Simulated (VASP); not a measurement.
# Pb (Fm-3m) in VASP: settings compared, part 2 of 2

VASP 6.6.1. The steps go on from the part before.

## (3) Relaxation of cell and atoms, PBE

This run uses another cell than the first one, of 30.32 Å³/atom, 0.946 times its volume.

File INCAR:

```
SYSTEM = Pb
ALGO = Normal
EDIFF = 1E-7
EDIFFG = -0.01
ENCUT = 500
GGA = PE
GGA_COMPAT = .FALSE.
IBRION = 2
ISIF = 3
ISMEAR = 1
LASPH = .TRUE.
LCHARG = .FALSE.
LREAL = .FALSE.
LWAVE = .FALSE.
NELM = 120
NELMIN = 4
NSW = 80
PREC = Accurate
SIGMA = 0.1
```

File KPOINTS:

```
k-points
0
G
  8 8 8
  0 0 0
```

File POSCAR:

```
Pb
1.0
    3.5002070000      0.0000000000      0.0000000000
    1.7501035000      3.0312681805      0.0000000000
    1.7501035000      1.0104227268      2.8579070480
Pb
1
Direct
    0.0000000000      0.0000000000      0.0000000000
```

Potentials or basis: VASP PAW PBE potentials, release 64 (Pb_d).

Run with:

```
$ cat potpaw_PBE.64/Pb_d/POTCAR > POTCAR
$ mpirun -np 1 vasp_std > vasp.out
```

OUTCAR:

```text
SYSTEM = Pb
   EDIFF = 1E-7
   EDIFFG = -0.01
   ENCUT = 500
   GGA = PE
   IBRION = 2
   ISIF = 3
   ISMEAR = 1
   LASPH = .TRUE.
   LREAL = .FALSE.
   NELM = 120
   NELMIN = 4
   NSW = 80
   PREC = Accurate

 ion  position               nearest neighbor table
   1  0.000  0.000  0.000-

  LATTYP: Found a face centered cubic cell.
 ALAT       =     4.9500402105

  Lattice vectors:

 A1 = (   3.5002070000,   0.0000000000,   0.0000000000)
 A2 = (   1.7501035000,   3.0312681805,   0.0000000000)
 A3 = (   1.7501035000,   1.0104227268,   2.8579070480)

Analysis of symmetry for initial positions (statically):
=====================================================================
 Subroutine PRICEL returns:
 Original cell was already a primitive cell.

 Routine SETGRP: Setting up the symmetry group for a
 face centered cubic supercell.

 Subroutine GETGRP returns: Found 48 space group operations
 (whereof 48 operations were pure point group operations)
 out of a pool of 48 trial point group operations.

The static configuration has the point symmetry O_h .

Analysis of symmetry for dynamics (positions and initial velocities):
=====================================================================
 Subroutine PRICEL returns:
 Original cell was already a primitive cell.

 Routine SETGRP: Setting up the symmetry group for a
 face centered cubic supercell.

 Subroutine GETGRP returns: Found 48 space group operations
 (whereof 48 operations were pure point group operations)
 out of a pool of 48 trial point group operations.

The dynamic configuration has the point symmetry O_h .

 Subroutine INISYM returns: Found 48 space group operations
 (whereof 48 operations are pure point group operations),
 and found     1 'primitive' translations

----------------------------------------------------------------------------------------

                                     Primitive cell

  volume of cell :      30.3226

  direct lattice vectors                    reciprocal lattice vectors
     3.500207000  0.000000000  0.000000000     0.285697389 -0.164947464 -0.116635471
     1.750103500  3.031268181  0.000000000     0.000000000  0.329894929 -0.116635471
     1.750103500  1.010422727  2.857907048     0.000000000  0.000000000  0.349906412

  length of vectors
     3.500207000  3.500207000  3.500207000     0.349906412  0.349906412  0.349906412

  position of ions in fractional coordinates (direct lattice)
     0.000000000  0.000000000  0.000000000

  ion indices of the primitive-cell ions
   primitive index   ion index
                 1           1

----------------------------------------------------------------------------------------

 KPOINTS: k-points

Automatic generation of k-mesh.
 Grid dimensions read from file:
 generate k-points for:    8    8    8

 Generating k-lattice:

  Cartesian coordinates                     Fractional coordinates (reciprocal lattice)
     0.035712174 -0.020618433 -0.014579434     0.125000000  0.000000000  0.000000000
     0.000000000  0.041236866 -0.014579434     0.000000000  0.125000000  0.000000000
     0.000000000  0.000000000  0.043738301     0.000000000  0.000000000  0.125000000

  Length of vectors
     0.043738301  0.043738301  0.043738301

  Shift w.r.t. Gamma in fractional coordinates (k-lattice)
     0.000000000  0.000000000  0.000000000

 Subroutine IBZKPT returns following result:
 ===========================================

 Found     29 irreducible k-points:

 Following reciprocal coordinates:
            Coordinates               Weight
  0.000000  0.000000  0.000000      1.000000
  0.125000  0.000000  0.000000      8.000000
  0.250000  0.000000  0.000000      8.000000
  0.375000  0.000000  0.000000      8.000000
  0.500000  0.000000  0.000000      4.000000
  0.125000  0.125000  0.000000      6.000000
[... 16 lines left out ...]
  0.500000  0.250000  0.125000     48.000000
 -0.375000  0.250000  0.125000     24.000000
 [... further k-points ...]
   k-points           NKPTS =     29   k-points in BZ     NKDIM =     29   number of bands    NBANDS=     11
   number of dos      NEDOS =    301   number of ions     NIONS =      1
   total plane-waves  NPLWV =  21952
   dimension x,y,z NGX =    28 NGY =   28 NGZ =   28
   dimension x,y,z NGXF=    56 NGYF=   56 NGZF=   56
   ions per type =               1
   NGX,Y,Z   is equivalent  to a cutoff of  13.30, 13.30, 13.30 a.u.
   NGXF,Y,Z  is equivalent  to a cutoff of  26.60, 26.60, 26.60 a.u.
 SYSTEM =  Pb
   PREC   = accura    normal or accurate (medium, high low for compatibility)
   ISTART =      0    job   : 0-new  1-cont  2-samecut
   ICHARG =      2    charge: 1-file 2-atom 10-const
   ISPIN  =      1    spin polarized calculation?
   LNONCOLLINEAR =      F non collinear calculations
   LSORBIT =      F    spin-orbit coupling
   LASPH  =      T    aspherical Exc in radial PAW
   ENCUT  =  500.0 eV  36.75 Ry    6.06 a.u.   6.38  6.38  6.38*2*pi/ulx,y,z
   NELM   =    120;   NELMIN=  4; NELMDL= -5     # of ELM steps
   EDIFF  = 0.1E-06   stopping-criterion for ELM
   LREAL  =      F    real-space projection
   EDIFFG = -.1E-01   stopping-criterion for IOM
   NSW    =     80    number of steps for IOM
   IBRION =      2    ionic relax: 0-MD 1-quasi-New 2-CG
   NFREE  =      1    steps in history (QN), initial steepest desc. (CG)
   ISIF   =      3    stress and relaxation
   ISYM   =      2    0-nonsym 1-usesym 2-fastsym
   POTIM  = 0.5000    time-step for ionic-motion
   TEBEG  =    0.0;   TEEND  =   0.0 temperature during run
   PSTRESS=    0.0 pullay stress
   NELECT =      14.0000    total number of electrons
   NUPDOWN=      -1.0000    fix difference up-down
   EMIN   =  10.00;   EMAX   =-10.00  energy-range for DOS
   EFERMI =   0.00;   METHOD = LEGACY
   ISMEAR =     1;   SIGMA  =   0.10  broadening in eV -4-tet -1-fermi 0-gaus
   EFERMI_NEDOS =   21; number of points for ismear=-14 and -15
   IALGO  =     38    algorithm
   IMIX   =      4    mixing-type and parameters
     AMIX     =   0.40;   BMIX     =  1.00
     AMIX_MAG =   1.60;   BMIX_MAG =  1.00
  volume/ion in A,a.u.               =      30.32       204.63
  Fermi-wavevector in a.u.,A,eV,Ry     =   1.265306  2.391081 21.782905  1.600998
  Thomas-Fermi vector in A             =   2.398566
   LORBIT       =      0    0 simple, 1 ext, 2 COOP (PROOUT), +10 PAW based schemes
   GGA     = PE    functional components
   LHFCALC =     F    Hartree Fock is set to
   AEXX    =    0.0000 exact exchange contribution
   IVDW    =     0    specifies the selected vdW correction
   LEPSILON=     F    determine dielectric tensor
   LRPA    =     F    only Hartree local field effects (RPA)
 conjugate gradient relaxation of ions
 non-spin polarized calculation
 Methfessel and Paxton  Order N= 1 SIGMA  =   0.10
  energy-cutoff  :      500.00
  volume of cell :       30.32
 maximum number of plane-waves:       783
 NGX is ok and might be reduce to    28
   NGX = 13   NGY = 13   NGZ = 13

--------------------------------------- Ionic step        1  -------------------------------------------

 number of electron      13.9999999 magnetization

 Free energy of the ion-electron system (eV)
  ---------------------------------------------------
  ext. energy  EPLUGINS =         0.00000000
  ---------------------------------------------------
  free energy    TOTEN  =        -3.56657138 eV

  energy without entropy =       -3.56699389  energy(sigma->0) =       -3.56671222

 E-fermi :   7.1880     XC(G=0): -10.1831

 val. band max:        7.1231755735   @ k =   0.3750   0.2500   0.0000
 cond. band min:       7.3971804269   @ k =  -0.3750   0.2500  -0.0000
 fundamental gap:      0.2740048535
 Fermi energy:         7.1879591957

 k-point     1 :       0.0000    0.0000    0.0000
  band No.  band energies     occupation
      1      -9.7834      2.00000
      2      -9.7834      2.00000
      3      -9.7834      2.00000
      4      -9.6435      2.00000
      5      -9.6435      2.00000
      6      -4.4699      2.00000
      7      14.7026      0.00000
      8      14.7026      0.00000
      9      14.7026      0.00000
     10      17.0461      0.00000
     11      18.6240      0.00000
[... 389 lines left out ...]
  energy  without entropy=       -3.5790259852  energy(sigma->0) =       -3.57863775

--------------------------------------- Ionic step        3  -------------------------------------------

 number of electron      14.0000003 magnetization

 Free energy of the ion-electron system (eV)
  ---------------------------------------------------
  ext. energy  EPLUGINS =         0.00000000
  ---------------------------------------------------
  free energy    TOTEN  =        -3.57941411 eV

  energy without entropy =       -3.57985040  energy(sigma->0) =       -3.57955954

 E-fermi :   6.5123     XC(G=0):  -9.9275

 val. band max:        6.4522427760   @ k =   0.3750   0.2500   0.0000
 cond. band min:       6.8039409240   @ k =  -0.3750   0.2500  -0.0000
 fundamental gap:      0.3516981480
 Fermi energy:         6.5122688036

 k-point     1 :       0.0000    0.0000    0.0000
  band No.  band energies     occupation
      1     -10.3426      2.00000
      2     -10.3426      2.00000
      3     -10.3426      2.00000
      4     -10.2245      2.00000
      5     -10.2245      2.00000
      6      -4.7066      2.00000
      7      13.6907      0.00000
      8      13.6907      0.00000
      9      13.6907      0.00000
     10      16.4160      0.00000
     11      17.3499      0.00000
[... 350 lines left out ...]
  FREE ENERGIE OF THE ION-ELECTRON SYSTEM (eV)
  ---------------------------------------------------
  free  energy   TOTEN  =        -3.5794141082 eV

  energy  without entropy=       -3.5798504031  energy(sigma->0) =       -3.57955954

 reached required accuracy - stopping structural energy minimisation
```

CONTCAR:

```text
Pb
   1.00000000000000
     3.5638027651692923    0.0000000000000000    0.0000000000000000
     1.7819013825846461    3.0863437287094926   -0.0000000000006424
     1.7819013825846461    1.0287812428686194    2.9098327728198536
  Pb
     1
Direct
     0.0000000000000000    0.0000000000000000    1.0000000000000000

  0.00000000E+00  0.00000000E+00  0.00000000E+00
```

It took 18 s on 1 thread of Intel Xeon Platinum 8488C (Sapphire Rapids), shared host; peak memory 0.16 GiB.

Results:

```
Free energy                            : -3.5794 eV
Relaxed volume                         : 32.01 Å³/atom
Relaxed cell                           : a = 3.564 Å, b = 3.564 Å, c = 3.564 Å, α = 60.00°, β = 60.00°, γ = 60.00°
Space group after relaxing (to 0.05 Å) : Fm-3m (No. 225)
Energy gained by relaxing              : 12.8 meV/atom
Ionic steps                            : 3
Pressure after relaxing                : 0.0 GPa
Band gap on the k mesh                 : zero (band 7 reaches 13.69 eV, above the bottom of band 8 at 5.43 eV)
```

The path:
| step | energy change (eV) | largest force (eV/Å) | pressure (GPa) | volume (Å³) |
| --- | --- | --- | --- | --- |
| 1 | 0.0000 | 0.0000 | 2.57 | 30.32 |
| 2 | -0.0119 | 0.0000 | -0.62 | 32.51 |
| 3 | -0.0128 | 0.0000 | 0.01 | 32.01 |

Final structure:
```
Pb
1.0
     3.56380    0.00000    0.00000
     1.78190    3.08634    0.00000
     1.78190    1.02878    2.90983
Pb
1
Direct
  0.00000 0.00000 0.00000
```

Caveat: spin-orbit coupling is left out, which moves the levels of the heavy elements. Zero-point motion and thermal expansion aren't in these numbers.

## (4) Relaxation of cell and atoms, PBE+D4

This run uses another cell than the first one, of 30.32 Å³/atom, 0.946 times its volume.

File INCAR:

```
PREC = Accurate
ENCUT = 500
EDIFF = 1E-7
ISMEAR = 1
SIGMA = 0.1
LREAL = False
LASPH = True
NELM = 120
ALGO = Normal
ISIF = 3
LWAVE = False
LCHARG = False
GGA = PE
IVDW = 13
IBRION = 2
NSW = 80
EDIFFG = -0.01
GGA_COMPAT = False
NELMIN = 4
```

File KPOINTS:

```
Automatic mesh
0
Gamma
  8 8 8
```

POSCAR is that of step 3.

Potentials or basis: VASP PAW PBE potentials, release 64 (Pb_d).

Run with:

```
$ cat potpaw_PBE.64/Pb_d/POTCAR > POTCAR
$ mpirun -np 1 vasp_std > vasp.out
```

OUTCAR:

```text
PREC = Accurate
   ENCUT = 500
   EDIFF = 1E-7
   ISMEAR = 1
   LREAL = False
   LASPH = True
   NELM = 120
   ISIF = 3
   GGA = PE
   IVDW = 13
   IBRION = 2
   NSW = 80
   EDIFFG = -0.01
   NELMIN = 4

 ion  position               nearest neighbor table
   1  0.000  0.000  0.000-

  LATTYP: Found a face centered cubic cell.
 ALAT       =     4.9500402105

  Lattice vectors:

 A1 = (   3.5002070000,   0.0000000000,   0.0000000000)
 A2 = (   1.7501035000,   3.0312681805,   0.0000000000)
 A3 = (   1.7501035000,   1.0104227268,   2.8579070480)

Analysis of symmetry for initial positions (statically):
=====================================================================
 Subroutine PRICEL returns:
 Original cell was already a primitive cell.

 Routine SETGRP: Setting up the symmetry group for a
 face centered cubic supercell.

 Subroutine GETGRP returns: Found 48 space group operations
[... 248 lines left out ...]
  ---------------------------------------------------
  free energy    TOTEN  =        -3.57013595 eV

  energy without entropy =       -3.57053099  energy(sigma->0) =       -3.57026763

 E-fermi :   7.0849     XC(G=0): -10.1451

 val. band max:        7.0215995130   @ k =   0.3750   0.2500   0.0000
 cond. band min:       7.3074371873   @ k =  -0.3750   0.2500  -0.0000
 fundamental gap:      0.2858376743
 Fermi energy:         7.0849220519

 k-point     1 :       0.0000    0.0000    0.0000
  band No.  band energies     occupation
      1      -9.8672      2.00000
      2      -9.8672      2.00000
      3      -9.8672      2.00000
      4      -9.7307      2.00000
      5      -9.7307      2.00000
      6      -4.5052      2.00000
      7      14.5506      0.00000
      8      14.5506      0.00000
      9      14.5506      0.00000
     10      16.9519      0.00000
     11      18.4333      0.00000
[... 309 lines left out ...]
 k-point    24 :      -0.3750    0.2500    0.1250
  band No.  band energies     occupation
      1      -9.8701      2.00000
      2      -9.8505      2.00000
      3      -9.7479      2.00000
      4      -9.6902      2.00000
      5      -9.6061      2.00000
      6      -0.3473      2.00000
      7       3.9400      2.00000
      8       8.5867     -0.00000
      9      10.4612      0.00000
     10      15.9267      0.00000
     11      18.1052      0.00000

 [... further k-points ...]

------------------------ aborting loop because EDIFF is reached ----------------------------------------

  DFT-D4 for vdW energy calculation

  Edisp (eV):   -0.42752
[... 24 lines left out ...]
  FREE ENERGIE OF THE ION-ELECTRON SYSTEM (eV)
  ---------------------------------------------------
  free  energy   TOTEN  =        -3.9976563587 eV

  energy  without entropy=       -3.9980513997  energy(sigma->0) =       -3.99778804

 reached required accuracy - stopping structural energy minimisation
```

OSZICAR:

```text
N       E                     dE             d eps       ncg     rms          rms(c)
DAV:   1     0.102848013708E+03    0.10285E+03   -0.73398E+03   641   0.146E+03
DAV:   2     0.894017078404E+00   -0.10195E+03   -0.99814E+02   647   0.327E+02
DAV:   3    -0.347061394901E+01   -0.43646E+01   -0.43347E+01   747   0.799E+01
[... 23 lines left out ...]
DAV:   4    -0.357013310188E+01   -0.20042E-05   -0.75647E-06   659   0.315E-02    0.300E-03
DAV:   5    -0.357013637030E+01   -0.32684E-05   -0.40700E-06   653   0.179E-02    0.160E-03
DAV:   6    -0.357013618687E+01    0.18343E-06   -0.21202E-07   735   0.898E-03    0.329E-04
DAV:   7    -0.357013595766E+01    0.22921E-06   -0.32628E-08   343   0.202E-03    0.590E-05
DAV:   8    -0.357013595081E+01    0.68512E-08   -0.19008E-09   328   0.517E-04
   3 F= -.39976564E+01 E0= -.39977880E+01  d E =-.287552E-03
```

Wall time 17 s (1 thread of Intel Xeon Platinum 8488C (Sapphire Rapids), shared host); peak memory 0.16 GiB.

Results:

```yaml
Free_energy: -3.9977 eV
Relaxed_volume: 30.57 Å³/atom
Relaxed_cell: a = 3.510 Å, b = 3.510 Å, c = 3.510 Å, α = 60.00°, β = 60.00°, γ = 60.00°
Space_group_after_relaxing_to_0.05_Å: Fm-3m (No. 225)
Energy_gained_by_relaxing: 0.3 meV/atom
Ionic_steps: 3
Pressure_after_relaxing: 0.0 GPa
Band_gap_on_the_k_mesh: zero (band 7 reaches 14.55 eV, above the bottom of band 8 at 5.84 eV)
Dispersion_energy_per_atom: -0.428 eV
```

The path:
| step | energy change (eV) | largest force (eV/Å) | pressure (GPa) | volume (Å³) |
| --- | --- | --- | --- | --- |
| 1 | 0.0000 | 0.0000 | 0.39 | 30.32 |
| 2 | -0.0003 | 0.0000 | -0.12 | 30.65 |
| 3 | -0.0003 | 0.0000 | 0.01 | 30.57 |

Final structure:
```
CELL_PARAMETERS angstrom
3.50951 0.00000 0.00000
1.75476 3.03933 0.00000
1.75476 1.01311 2.86550
ATOMIC_POSITIONS crystal
Pb 0.00000 0.00000 0.00000
```

Levels at points of the mesh, in eV from the Fermi level:
| k point | band 4 | band 5 | band 6 | band 7 | band 8 | band 9 | band 10 | band 11 |
| --- | --- | --- | --- | --- | --- | --- | --- | --- |
| (0.00, 0.00, 0.00) | -16.82 | -16.82 | -11.59 | 7.47 | 7.47 | 7.47 | 9.87 | 11.35 |
| (0.50, 0.00, 0.00) | -16.68 | -16.68 | -8.01 | -4.06 | 5.65 | 5.65 | 9.34 | 9.50 |
| (0.50, 0.50, 0.00) | -16.65 | -16.65 | -6.62 | -3.13 | 2.15 | 2.15 | 5.46 | 6.73 |

Caveat: spin-orbit coupling is left out, which moves the levels of the heavy elements; pairwise dispersion overbinds metals, which lowers pressure and volume.

## (5) Relaxation of cell and atoms, PBEsol

This run uses another cell than the first one, of 30.32 Å³/atom, 0.946 times its volume.

INCAR, as its differences from that of step 4:

```diff
@@ -12,4 +12,3 @@
 LCHARG = False
-GGA = PE
-IVDW = 13
+GGA = PS
 IBRION = 2
```

File KPOINTS:

```
regular mesh
0
Gamma
  8 8 8
```

POSCAR is that of step 4.

Run with:

```
$ cat potpaw_PBE.64/Pb_d/POTCAR > POTCAR
$ mpirun -np 1 vasp_std > vasp.out
```

Run time: 16 s. Hardware: 1 thread of Intel Xeon Platinum 8488C (Sapphire Rapids), shared host; peak memory 0.16 GiB.

Results (log left out):

```yaml
Free_energy: -4.0137 eV
Relaxed_volume: 30.12 Å³/atom
Relaxed_cell: a = 3.493 Å, b = 3.493 Å, c = 3.493 Å, α = 60.00°, β = 60.00°, γ = 60.00°
Space_group_after_relaxing_to_0.05_Å: Fm-3m (No. 225)
Energy_gained_by_relaxing: 0.2 meV/atom
Ionic_steps: 3
Pressure_after_relaxing: 0.0 GPa
Band_gap_on_the_k_mesh: zero (band 7 reaches 14.64 eV, above the bottom of band 8 at 5.78 eV)
```

The path:
```tsv
step	energy change (eV)	largest force (eV/Å)	pressure (GPa)	volume (Å³)
1	0.0000	0.0000	-0.32	30.32
2	-0.0002	0.0000	0.12	30.05
3	-0.0002	0.0000	0.00	30.12
```

Final structure:
```
Pb
1.0
     3.49258    0.00000    0.00000
     1.74629    3.02467    0.00000
     1.74629    1.00822    2.85168
Pb
1
Direct
  0.00000 0.00000 0.00000
```

Levels at points of the mesh, in eV from the Fermi level:
```tsv
k point	band 3	band 4	band 5	band 6	band 7	band 8	band 9	band 10	band 11
(0.00, 0.00, 0.00)	-16.89	-16.75	-16.75	-11.72	7.56	7.56	7.56	9.86	11.49
(0.50, 0.00, 0.00)	-16.88	-16.61	-16.61	-8.05	-4.16	5.71	5.71	9.33	9.62
(0.50, 0.50, 0.00)	-16.62	-16.57	-16.57	-6.62	-3.22	2.14	2.14	5.48	6.76
```

Caveat: the PAW data sets were made with another functional, which shifts forces and pressure a little; spin-orbit coupling is left out, which moves the levels of the heavy elements.

## (6) Summary

```csv
task,level,cell,gap on the mesh (eV),pressure (GPa),relaxed volume (Å³/atom)
single point,PBE,"a = 3.566 Å, angles 60.0°, 1 atom",none,-0.1,-
relaxation of cell and atoms,PBE,"relaxed from a = 3.500 Å, angles 60.0°, 1 atom",none,0.0,32.01
relaxation of cell and atoms,PBE+D4,"relaxed from a = 3.500 Å, angles 60.0°, 1 atom",none,0.0,30.57
relaxation of cell and atoms,PBEsol,"relaxed from a = 3.500 Å, angles 60.0°, 1 atom",none,0.0,30.12
```

Alike in all rows: potentials or basis VASP PAW PBE potentials, release 64 (Pb_d); no spin polarisation; k mesh 8 × 8 × 8; cutoff (eV) 500; smearing methfessel-paxton 0.1 eV.

Caveats: spin-orbit coupling is left out, which moves the levels of the heavy elements; pairwise dispersion overbinds metals, which lowers pressure and volume (some runs); the PAW data sets were made with another functional, which shifts forces and pressure a little (some runs).

Total energies depend on the potentials used, so only differences within one code and one set of settings carry meaning.
